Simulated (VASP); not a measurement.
# K3SbI (Pm-3m) in VASP: single point with PBE

Aim: the single point of K3SbI with PBE.

All numbers are computed with VASP 6.6.1; they aren't measurements. Logs are shortened: lines on timing, memory, paths and dates and some standing lists are left out, and cuts for length are marked.

## Step 1: The cell of the first run

Symmetry: Pm-3m, No. 221, cubic system. The conventional cell has a = 5.377 Å, b = 5.377 Å, c = 5.377 Å, α = 90.00°, β = 90.00°, γ = 90.00°. K (site symmetry 4/mmm) has 2 I at 2.69 Å within 3.5 Å. Within 5.0 Å of Sb (site symmetry m-3m) lie 12 K at 3.80 Å and 8 I at 4.66 Å. Within 3.5 Å of I (site symmetry m-3m) lie 6 K at 2.69 Å.

## Step 2: Single point, PBE

File INCAR:

```
SYSTEM = K3SbI
PREC = Accurate
ENCUT = 520
EDIFF = 1E-7
ISMEAR = 0
SIGMA = 0.1
LREAL = .False.
LASPH = .True.
NELM = 60
ALGO = Normal
ISIF = 2
LWAVE = .False.
LCHARG = .False.
GGA = PE
NBANDS = 28
```

File KPOINTS:

```
regular mesh
0
Gamma
  4 4 4
  0 0 0
```

File POSCAR:

```
K3SbI
1.0
    5.3771530500      0.0000000000      0.0000000000
    0.0000000000      5.3771530500      0.0000000000
    0.0000000000      0.0000000000      5.3771530500
K Sb I
3 1 1
Direct
    0.0000000000      0.5000000000      0.5000000000
    0.5000000000      0.0000000000      0.5000000000
    0.5000000000      0.5000000000      0.0000000000
    0.0000000000      0.0000000000      0.0000000000
    0.5000000000      0.5000000000      0.5000000000
```

Potentials or basis: VASP PAW PBE potentials, release 64 (K_sv, Sb, I).

Started as:

```
$ cat potpaw_PBE.64/K_sv/POTCAR potpaw_PBE.64/Sb/POTCAR potpaw_PBE.64/I/POTCAR > POTCAR
$ mpirun -np 1 vasp_std > vasp.out
```

OUTCAR:

```text
SYSTEM = K3SbI
   PREC = Accurate
   ENCUT = 520
   EDIFF = 1E-7
   ISMEAR = 0
   LREAL = .False.
   LASPH = .True.
   NELM = 60
   ISIF = 2
   GGA = PE

 ion  position               nearest neighbor table
   1  0.000  0.500  0.500-   5 2.69   5 2.69   2 3.80   3 3.80   2 3.80   2 3.80   3 3.80   3 3.80
                             3 3.80   2 3.80
   2  0.500  0.000  0.500-   5 2.69   5 2.69   1 3.80   3 3.80   1 3.80   3 3.80   3 3.80   3 3.80
                             1 3.80   1 3.80
   3  0.500  0.500  0.000-   5 2.69   5 2.69   1 3.80   1 3.80   2 3.80   2 3.80   2 3.80   2 3.80
                             1 3.80   1 3.80
   4  0.000  0.000  0.000-
   5  0.500  0.500  0.500-   1 2.69   2 2.69   3 2.69   3 2.69   2 2.69   1 2.69

  LATTYP: Found a simple cubic cell.
 ALAT       =     5.3771530500

  Lattice vectors:

 A1 = (   5.3771530500,   0.0000000000,   0.0000000000)
 A2 = (   0.0000000000,   5.3771530500,   0.0000000000)
 A3 = (   0.0000000000,   0.0000000000,   5.3771530500)

Analysis of symmetry for initial positions (statically):
=====================================================================
 Subroutine PRICEL returns:
 Original cell was already a primitive cell.

 Routine SETGRP: Setting up the symmetry group for a
 simple cubic supercell.

 Subroutine GETGRP returns: Found 48 space group operations
 (whereof 48 operations were pure point group operations)
 out of a pool of 48 trial point group operations.

The static configuration has the point symmetry O_h .

Analysis of symmetry for dynamics (positions and initial velocities):
=====================================================================
 Subroutine PRICEL returns:
 Original cell was already a primitive cell.

 Routine SETGRP: Setting up the symmetry group for a
 simple cubic supercell.

 Subroutine GETGRP returns: Found 48 space group operations
 (whereof 48 operations were pure point group operations)
 out of a pool of 48 trial point group operations.

The dynamic configuration has the point symmetry O_h .

 Subroutine INISYM returns: Found 48 space group operations
 (whereof 48 operations are pure point group operations),
 and found     1 'primitive' translations

[... 83 lines left out ...]
   ENCUT  =  520.0 eV  38.22 Ry    6.18 a.u.  10.00 10.00 10.00*2*pi/ulx,y,z
   NELM   =     60;   NELMIN=  2; NELMDL= -5     # of ELM steps
   EDIFF  = 0.1E-06   stopping-criterion for ELM
   LREAL  =      F    real-space projection
   EDIFFG = 0.1E-05   stopping-criterion for IOM
   NSW    =      0    number of steps for IOM
   IBRION =     -1    ionic relax: 0-MD 1-quasi-New 2-CG
   NFREE  =      0    steps in history (QN), initial steepest desc. (CG)
   ISIF   =      2    stress and relaxation
   ISYM   =      2    0-nonsym 1-usesym 2-fastsym
   POTIM  = 0.5000    time-step for ionic-motion
   TEBEG  =    0.0;   TEEND  =   0.0 temperature during run
   PSTRESS=    0.0 pullay stress
   NELECT =      39.0000    total number of electrons
   NUPDOWN=      -1.0000    fix difference up-down
   EMIN   =  10.00;   EMAX   =-10.00  energy-range for DOS
   EFERMI =   0.00;   METHOD = LEGACY
   ISMEAR =     0;   SIGMA  =   0.10  broadening in eV -4-tet -1-fermi 0-gaus
   EFERMI_NEDOS =   21; number of points for ismear=-14 and -15
   IALGO  =     38    algorithm
   IMIX   =      4    mixing-type and parameters
     AMIX     =   0.40;   BMIX     =  1.00
     AMIX_MAG =   1.60;   BMIX_MAG =  1.00
  volume/ion in A,a.u.               =      31.09       209.84
  Fermi-wavevector in a.u.,A,eV,Ry     =   1.032470  1.951085 14.503724  1.065994
  Thomas-Fermi vector in A             =   2.166669
   LORBIT       =      0    0 simple, 1 ext, 2 COOP (PROOUT), +10 PAW based schemes
   GGA     = PE    functional components
   LHFCALC =     F    Hartree Fock is set to
   AEXX    =    0.0000 exact exchange contribution
   IVDW    =     0    specifies the selected vdW correction
   LEPSILON=     F    determine dielectric tensor
   LRPA    =     F    only Hartree local field effects (RPA)
 non-spin polarized calculation
 Gauss-broadening in eV      SIGMA  =   0.10
  energy-cutoff  :      520.00
  volume of cell :      155.47
 maximum number of plane-waves:      4224
 NGX is ok and might be reduce to    40
   NGX = 19   NGY = 19   NGZ = 19

 number of electron      39.0000009 magnetization

 Free energy of the ion-electron system (eV)
  ---------------------------------------------------
  ext. energy  EPLUGINS =         0.00000000
  ---------------------------------------------------
  free energy    TOTEN  =        -7.22935804 eV

  energy without entropy =       -7.20330344  energy(sigma->0) =       -7.21633074

 E-fermi :   2.9812     XC(G=0):  -8.5223

 val. band max:        2.9672554504   @ k =   0.5000   0.0000   0.0000
 cond. band min:       3.0376240538   @ k =   0.2500   0.2500   0.0000
 fundamental gap:      0.0703686034
 Fermi energy:         2.9812222050

 k-point     1 :       0.0000    0.0000    0.0000
  band No.  band energies     occupation
      1     -27.3009      2.00000
      2     -27.1970      2.00000
      3     -27.1970      2.00000
      4     -11.5291      2.00000
      5     -11.5291      2.00000
      6     -11.5291      2.00000
[... 299 lines left out ...]
     27       8.7368      0.00000
     28       9.7068      0.00000

------------------------ aborting loop because EDIFF is reached ----------------------------------------

  FORCE on cell =-STRESS in cart. coord.  units (eV):
  Direction    XX          YY          ZZ          XY          YZ          ZX
  --------------------------------------------------------------------------------------
  -------------------------------------------------------------------------------------
  Total       18.0085606     18.0085606     18.0085606     -0.0000000      0.0000000     -0.0000000
  in kB      185.5805214    185.5805214    185.5805214     -0.0000000      0.0000000     -0.0000000
  external PRESSURE =     185.5805214 kB  Pullay stress =       0.0000000 kB

 VOLUME and BASIS-vectors are now :
 -----------------------------------------------------------------------------
  energy-cutoff  :      520.00
  volume of cell :      155.47
      direct lattice vectors                 reciprocal lattice vectors
     5.377153050  0.000000000  0.000000000     0.185972017  0.000000000  0.000000000
     0.000000000  5.377153050  0.000000000     0.000000000  0.185972017  0.000000000
     0.000000000  0.000000000  5.377153050     0.000000000  0.000000000  0.185972017

 POSITION                                       TOTAL-FORCE (eV/Angst)
 -----------------------------------------------------------------------------------
      0.00000      2.68858      2.68858         0.000000      0.000000      0.000000
      2.68858      0.00000      2.68858         0.000000      0.000000      0.000000
      2.68858      2.68858      0.00000         0.000000      0.000000      0.000000
      0.00000      0.00000      0.00000         0.000000      0.000000      0.000000
      2.68858      2.68858      2.68858         0.000000      0.000000      0.000000
 -----------------------------------------------------------------------------------
    total drift:                               -0.000000     -0.000000     -0.000000

  FREE ENERGIE OF THE ION-ELECTRON SYSTEM (eV)
  ---------------------------------------------------
  free  energy   TOTEN  =        -7.2293580373 eV

  energy  without entropy=       -7.2033034411  energy(sigma->0) =       -7.21633074
```

stdout:

```text
POSCAR found type information on POSCAR K SbI
 POSCAR found :  3 types and       5 ions
 scaLAPACK will be used
 LDA part: xc-table for (Slater+PW92), standard interpolation
 POSCAR, INCAR and KPOINTS ok, starting setup
 FFT: planning ... GRIDC
 FFT: planning ... GRID_SOFT
 FFT: planning ... GRID
 WAVECAR not read
 entering main loop
```

Wall time 52 s (1 thread of Intel Xeon 6975P-C, shared host); peak memory 0.26 GiB.

Results:

```
Free energy : -7.2294 eV
Pressure    : 18.6 GPa
```

Caveat: spin-orbit coupling is left out, which moves the levels of the heavy elements; an odd number of electrons without spin polarisation forces a metal; a magnetic or distorted state may lie lower.
